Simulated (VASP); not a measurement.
# Cd2S (P3m1) in VASP: further runs, part 3 of 3

VASP 6.6.1. Earlier steps stand in the parts before.

### 6 Single point, PBE

This run uses another cell than the first one, of 25.81 Å³/atom, 0.925 times its volume.

Input file INCAR:

```
SYSTEM = Cd2S
ALGO = Normal ; EDIFF = 1E-7
ENCUT = 520 ; GGA = PE
ISIF = 2 ; ISMEAR = -1
LASPH = .TRUE. ; LCHARG = .TRUE.
LELF = .TRUE. ; LREAL = .FALSE.
LVHAR = .TRUE. ; LWAVE = .FALSE.
NBANDS = 22 ; NELM = 100
PREC = Accurate ; SIGMA = 0.05
```

Input file KPOINTS:

```
k-points
0
G
  8 8 5
  0 0 0
```

Input file POSCAR:

```
Cd2S
1.0
    3.9360741467      0.0000000000      0.0000000000
   -1.9680370733      3.4087402022      0.0000000000
    0.0000000000      0.0000000000      5.7702029595
Cd S
2 1
Direct
    0.3333333333      0.6666666667      0.9327170000
    0.6666666667      0.3333333333      0.5787350000
    0.3333333333      0.6666666667      0.3657050000
```

Potentials or basis: VASP PAW PBE potentials, release 64 (Cd, S).

The run is started by

```sh
cat potpaw_PBE.64/Cd/POTCAR potpaw_PBE.64/S/POTCAR > POTCAR
mpirun -np 1 vasp_std > vasp.out
```

OUTCAR:

```text
SYSTEM = Cd2S
   EDIFF = 1E-7
   ENCUT = 520
   GGA = PE
   ISIF = 2
   ISMEAR = -1
   LASPH = .TRUE.
   LREAL = .FALSE.
   NELM = 100
   PREC = Accurate

 ion  position               nearest neighbor table
   1  0.333  0.667  0.933-   3 2.50   2 3.06   2 3.06   2 3.06   3 3.27
   2  0.667  0.333  0.579-   3 2.58   3 2.58   3 2.58   1 3.06   1 3.06   1 3.06
   3  0.333  0.667  0.366-   1 2.50   2 2.58   2 2.58   2 2.58   1 3.27

  LATTYP: Found a hexagonal cell.
 ALAT       =     3.9360741467
 C/A-ratio  =     1.4659792332

  Lattice vectors:

 A1 = (   3.9360741467,   0.0000000000,   0.0000000000)
 A2 = (  -1.9680370733,   3.4087402022,   0.0000000000)
 A3 = (   0.0000000000,   0.0000000000,   5.7702029595)

Analysis of symmetry for initial positions (statically):
=====================================================================
 Subroutine PRICEL returns:
 Original cell was already a primitive cell.

 Routine SETGRP: Setting up the symmetry group for a
 hexagonal supercell.

 Subroutine GETGRP returns: Found  6 space group operations
 (whereof  6 operations were pure point group operations)
 out of a pool of 24 trial point group operations.

The static configuration has the point symmetry C_3v.

Analysis of symmetry for dynamics (positions and initial velocities):
=====================================================================
 Subroutine PRICEL returns:
 Original cell was already a primitive cell.

 Routine SETGRP: Setting up the symmetry group for a
 hexagonal supercell.

 Subroutine GETGRP returns: Found  6 space group operations
 (whereof  6 operations were pure point group operations)
 out of a pool of 24 trial point group operations.

The dynamic configuration has the point symmetry C_3v.

 Subroutine INISYM returns: Found  6 space group operations
 (whereof  6 operations are pure point group operations),
 and found     1 'primitive' translations

----------------------------------------------------------------------------------------

                                     Primitive cell

  volume of cell :      77.4191

  direct lattice vectors                    reciprocal lattice vectors
     3.936074147  0.000000000  0.000000000     0.254060255  0.146681756  0.000000000
    -1.968037073  3.408740202  0.000000000     0.000000000  0.293363513  0.000000000
     0.000000000  0.000000000  5.770202959     0.000000000  0.000000000  0.173304129

  length of vectors
     3.936074147  3.936074147  5.770202959     0.293363513  0.293363513  0.173304129

  position of ions in fractional coordinates (direct lattice)
     0.333333333  0.666666667  0.932717000
     0.666666667  0.333333333  0.578735000
     0.333333333  0.666666667  0.365705000

  ion indices of the primitive-cell ions
   primitive index   ion index
                 1           1
                 2           2
                 3           3

----------------------------------------------------------------------------------------

 KPOINTS: k-points

Automatic generation of k-mesh.
 Grid dimensions read from file:
 generate k-points for:    8    8    5

 Generating k-lattice:

  Cartesian coordinates                     Fractional coordinates (reciprocal lattice)
     0.031757532  0.018335220  0.000000000     0.125000000 -0.000000000  0.000000000
     0.000000000  0.036670439  0.000000000     0.000000000  0.125000000  0.000000000
     0.000000000  0.000000000  0.034660826     0.000000000  0.000000000  0.200000000

  Length of vectors
     0.036670439  0.036670439  0.034660826

  Shift w.r.t. Gamma in fractional coordinates (k-lattice)
     0.000000000  0.000000000  0.000000000

 Subroutine IBZKPT returns following result:
 ===========================================

 Found     40 irreducible k-points:

 Following reciprocal coordinates:
            Coordinates               Weight
  0.000000  0.000000  0.000000      1.000000
  0.125000 -0.000000  0.000000      6.000000
  0.250000 -0.000000  0.000000      6.000000
  0.375000  0.000000  0.000000      6.000000
  0.500000 -0.000000  0.000000      3.000000
  0.125000  0.125000  0.000000      6.000000
[... 16 lines left out ...]
 -0.125000  0.500000  0.200000     12.000000
  0.250000  0.250000  0.200000     12.000000
 [... further k-points ...]
   k-points           NKPTS =     40   k-points in BZ     NKDIM =     40   number of bands    NBANDS=     22
   number of dos      NEDOS =    301   number of ions     NIONS =      3
   total plane-waves  NPLWV =  43200
   dimension x,y,z NGX =    30 NGY =   30 NGZ =   48
   dimension x,y,z NGXF=    60 NGYF=   60 NGZF=   96
   ions per type =               2   1
   NGX,Y,Z   is equivalent  to a cutoff of  12.67, 12.67, 13.83 a.u.
   NGXF,Y,Z  is equivalent  to a cutoff of  25.34, 25.34, 27.66 a.u.
 SYSTEM =  Cd2S
   PREC   = accura    normal or accurate (medium, high low for compatibility)
   ISTART =      0    job   : 0-new  1-cont  2-samecut
   ICHARG =      2    charge: 1-file 2-atom 10-const
   ISPIN  =      1    spin polarized calculation?
   LNONCOLLINEAR =      F non collinear calculations
   LSORBIT =      F    spin-orbit coupling
   LASPH  =      T    aspherical Exc in radial PAW
   ENCUT  =  520.0 eV  38.22 Ry    6.18 a.u.   7.32  7.32 10.73*2*pi/ulx,y,z
   NELM   =    100;   NELMIN=  2; NELMDL= -5     # of ELM steps
   EDIFF  = 0.1E-06   stopping-criterion for ELM
   LREAL  =      F    real-space projection
   EDIFFG = 0.1E-05   stopping-criterion for IOM
   NSW    =      0    number of steps for IOM
   IBRION =     -1    ionic relax: 0-MD 1-quasi-New 2-CG
   NFREE  =      0    steps in history (QN), initial steepest desc. (CG)
   ISIF   =      2    stress and relaxation
   ISYM   =      2    0-nonsym 1-usesym 2-fastsym
   POTIM  = 0.5000    time-step for ionic-motion
   TEBEG  =    0.0;   TEEND  =   0.0 temperature during run
   PSTRESS=    0.0 pullay stress
   NELECT =      30.0000    total number of electrons
   NUPDOWN=      -1.0000    fix difference up-down
   EMIN   =  10.00;   EMAX   =-10.00  energy-range for DOS
   EFERMI =   0.00;   METHOD = LEGACY
   ISMEAR =    -1;   SIGMA  =   0.05  broadening in eV -4-tet -1-fermi 0-gaus
   EFERMI_NEDOS =   21; number of points for ismear=-14 and -15
   IALGO  =     38    algorithm
   IMIX   =      4    mixing-type and parameters
     AMIX     =   0.40;   BMIX     =  1.00
     AMIX_MAG =   1.60;   BMIX_MAG =  1.00
  volume/ion in A,a.u.               =      25.81       174.15
  Fermi-wavevector in a.u.,A,eV,Ry     =   1.193528  2.255440 19.381612  1.424508
  Thomas-Fermi vector in A             =   2.329540
   LORBIT       =      0    0 simple, 1 ext, 2 COOP (PROOUT), +10 PAW based schemes
   GGA     = PE    functional components
   LHFCALC =     F    Hartree Fock is set to
   AEXX    =    0.0000 exact exchange contribution
   IVDW    =     0    specifies the selected vdW correction
   LEPSILON=     F    determine dielectric tensor
   LRPA    =     F    only Hartree local field effects (RPA)
 non-spin polarized calculation
  energy-cutoff  :      520.00
  volume of cell :       77.42
 maximum number of plane-waves:      2110
 NGX is ok and might be reduce to    30
   NGX = 15   NGY = 15   NGZ = 21

 number of electron      29.9999996 magnetization

 Free energy of the ion-electron system (eV)
  ---------------------------------------------------
  ext. energy  EPLUGINS =         0.00000000
  ---------------------------------------------------
  free energy    TOTEN  =        -6.23459900 eV

  energy without entropy =       -6.23287327  energy(sigma->0) =       -6.23373613

 E-fermi :   1.6283     XC(G=0):  -9.3876

 val. band max:        1.4978176116   @ k =   0.3750   0.2500   0.2000
 cond. band min:       1.7199422638   @ k =   0.5000  -0.0000   0.2000
 fundamental gap:      0.2221246522
 Fermi energy:         1.6283335141

 k-point     1 :       0.0000    0.0000    0.0000
  band No.  band energies     occupation
      1     -11.2490      2.00000
      2      -6.9071      2.00000
      3      -6.9071      2.00000
      4      -6.8200      2.00000
      5      -6.8200      2.00000
      6      -6.7300      2.00000
[... 14 lines left out ...]
     21       9.9235      0.00000
     22      11.5738      0.00000

 k-point     2 :       0.1250   -0.0000    0.0000
  band No.  band energies     occupation
      1     -11.1952      2.00000
      2      -6.9147      2.00000
      3      -6.9050      2.00000
      4      -6.8173      2.00000
      5      -6.7849      2.00000
      6      -6.6836      2.00000
[... 542 lines left out ...]
 k-point    24 :       0.2500    0.2500    0.2000
  band No.  band energies     occupation
      1     -10.8426      2.00000
      2      -6.9708      2.00000
      3      -6.9039      2.00000
      4      -6.7660      2.00000
      5      -6.7404      2.00000
      6      -6.6132      2.00000
[... 14 lines left out ...]
     21       9.1739      0.00000
     22      10.0464      0.00000

 [... further k-points ...]
[... 5 lines left out ...]
  --------------------------------------------------------------------------------------
  -------------------------------------------------------------------------------------
  Total        0.4211601      0.4211601      0.6928345      0.0000000      0.0000000     -0.0000000
  in kB        8.7158467      8.7158467     14.3381068      0.0000000      0.0000000     -0.0000000
  external PRESSURE =      10.5899334 kB  Pullay stress =       0.0000000 kB

 VOLUME and BASIS-vectors are now :
 -----------------------------------------------------------------------------
  energy-cutoff  :      520.00
  volume of cell :       77.42
      direct lattice vectors                 reciprocal lattice vectors
     3.936074147  0.000000000  0.000000000     0.254060255  0.146681756  0.000000000
    -1.968037073  3.408740202  0.000000000     0.000000000  0.293363513  0.000000000
     0.000000000  0.000000000  5.770202959     0.000000000  0.000000000  0.173304129

 POSITION                                       TOTAL-FORCE (eV/Angst)
 -----------------------------------------------------------------------------------
     -0.00000      2.27249      5.38197         0.000000      0.000000     -0.018057
      1.96804      1.13625      3.33942        -0.000000     -0.000000      0.023201
     -0.00000      2.27249      2.11019         0.000000      0.000000     -0.005144
 -----------------------------------------------------------------------------------
    total drift:                                0.000000     -0.000000     -0.000730

  FREE ENERGIE OF THE ION-ELECTRON SYSTEM (eV)
  ---------------------------------------------------
  free  energy   TOTEN  =        -6.2345990003 eV

  energy  without entropy=       -6.2328732669  energy(sigma->0) =       -6.23373613
```

OSZICAR:

```text
N       E                     dE             d eps       ncg     rms          rms(c)
DAV:   1     0.206589752152E+03    0.20659E+03   -0.15032E+04  1760   0.127E+03
DAV:   2     0.201574601727E+01   -0.20457E+03   -0.19536E+03  1974   0.327E+02
DAV:   3    -0.695961043289E+01   -0.89754E+01   -0.89271E+01  2102   0.697E+01
DAV:   4    -0.702995518259E+01   -0.70345E-01   -0.70334E-01  1898   0.578E+00
DAV:   5    -0.703087065624E+01   -0.91547E-03   -0.91546E-03  2150   0.636E-01    0.859E+00
DAV:   6    -0.624558631062E+01    0.78528E+00   -0.15923E+00  2260   0.121E+01    0.639E+00
DAV:   7    -0.624015741563E+01    0.54289E-02   -0.46142E-01  2072   0.416E+00    0.302E+00
DAV:   8    -0.623697036731E+01    0.31870E-02   -0.64693E-02  1928   0.235E+00    0.340E-01
DAV:   9    -0.623445065398E+01    0.25197E-02   -0.15202E-02  2138   0.121E+00    0.187E-01
DAV:  10    -0.623454948176E+01   -0.98828E-04   -0.11603E-03  1970   0.299E-01    0.116E-01
DAV:  11    -0.623460986252E+01   -0.60381E-04   -0.22676E-04  1952   0.992E-02    0.395E-02
DAV:  12    -0.623459811092E+01    0.11752E-04   -0.56953E-05  2158   0.525E-02    0.184E-02
DAV:  13    -0.623459930943E+01   -0.11985E-05   -0.12392E-05  2052   0.306E-02    0.871E-03
DAV:  14    -0.623459899826E+01    0.31117E-06   -0.10048E-06  2040   0.972E-03    0.193E-03
DAV:  15    -0.623459900031E+01   -0.20455E-08   -0.28075E-07  1584   0.330E-03
   1 F= -.62345990E+01 E0= -.62337361E+01  d E =-.172573E-02
```

stdout:

```text
POSCAR found type information on POSCAR CdS
 POSCAR found :  2 types and       3 ions
 scaLAPACK will be used
 LDA part: xc-table for (Slater+PW92), standard interpolation
 POSCAR, INCAR and KPOINTS ok, starting setup
 FFT: planning ... GRIDC
 FFT: planning ... GRID_SOFT
 FFT: planning ... GRID
 WAVECAR not read
 entering main loop
```

Wall time 30 s (1 thread of Intel Xeon 6975P-C (Granite Rapids), shared host); peak memory 0.22 GiB.

What came out:

- Free energy: -6.2346 eV
- Pressure: 1.1 GPa
- Largest force: 0.023 eV/Å
- Band gap on the k mesh: 0.22 eV, indirect (least direct gap 0.57 eV)

Forces in eV/Å, atoms in the order of the input:
```
Cd   0.000  0.000 -0.018
Cd   0.000  0.000  0.023
S    0.000  0.000 -0.005
```

A k mesh can miss the band edges.

### 7 Summary

| level | cell | k mesh | gap on the mesh (eV) | pressure (GPa) | largest force (eV/Å) |
| --- | --- | --- | --- | --- | --- |
| r2SCAN | a = 4.040, b = 4.040, c = 5.923 Å, angles 90.0, 90.0, 120.0°, 3 atoms | 8 × 8 × 5 | 0.32 | -3.6 | 0.23 |
| PBEsol | a = 3.963, b = 3.963, c = 5.809 Å, angles 90.0, 90.0, 120.0°, 3 atoms | 6 × 6 × 4 | 0.09 | -2.8 | 0.11 |
| PBE | a = 3.882, b = 3.882, c = 5.691 Å, angles 90.0, 90.0, 120.0°, 3 atoms | 8 × 8 × 5 | 0.21 | 3.3 | 0.19 |
| PBE | a = 3.909, b = 3.909, c = 5.731 Å, angles 90.0, 90.0, 120.0°, 3 atoms | 8 × 8 × 5 | 0.21 | 2.1 | 0.11 |
| PBE | a = 3.936, b = 3.936, c = 5.770 Å, angles 90.0, 90.0, 120.0°, 3 atoms | 8 × 8 × 5 | 0.22 | 1.1 | 0.02 |

Alike in all rows: task single point; potentials or basis VASP PAW PBE potentials, release 64 (Cd, S); no spin polarisation; cutoff (eV) 520; smearing fermi-dirac 0.05 eV.

Caveats: the PAW data sets were made with another functional, which shifts forces and pressure a little (some runs).

Absolute energies hang on the potentials; compare differences alone.
